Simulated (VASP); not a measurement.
Runs of VASP 6.6.1 on BP. The structure is that of space group F-43m (No. 216), or close to it. The cells are those of the table. 

```csv
cell,gap on the mesh (eV),pressure (GPa)
"a = 3.185, b = 3.185, c = 3.161 Å, angles 60.3, 60.3, 59.5°, 2 atoms",1.08,6.2
"a = 3.177, b = 3.177, c = 3.145 Å, angles 60.3, 60.3, 59.3°, 2 atoms",1.03,8.1
"a = 3.241, b = 3.241, c = 3.273 Å, angles 59.7, 59.7, 60.7°, 2 atoms",1.00,-5.2
"a = 3.233, b = 3.233, c = 3.257 Å, angles 59.8, 59.8, 60.5°, 2 atoms",1.06,-3.8
"a = 3.193, b = 3.193, c = 3.177 Å, angles 60.2, 60.2, 59.7°, 2 atoms",(a),4.3
"a = 3.201, b = 3.201, c = 3.193 Å, angles 60.1, 60.1, 59.8°, 2 atoms",(b),2.6
"a = 3.237, b = 3.237, c = 3.265 Å, angles 59.7, 59.7, 60.6°, 2 atoms",1.03,-4.5
"a = 3.225, b = 3.225, c = 3.241 Å, angles 59.8, 59.8, 60.3°, 2 atoms",1.12,-2.3
"a = 3.217, b = 3.217, c = 3.225 Å, angles 59.9, 59.9, 60.2°, 2 atoms",1.18,-0.7
```

Alike in all rows: task single point; level PBE; potentials or basis VASP PAW PBE potentials, release 64 (B, P); no spin polarisation; k mesh 10 × 10 × 10; cutoff (eV) 520; smearing gaussian 0.05 eV.

Task: Fill in the values left out.

Result: (a) 1.14; (b) 1.19.

A k mesh can miss the band edges.
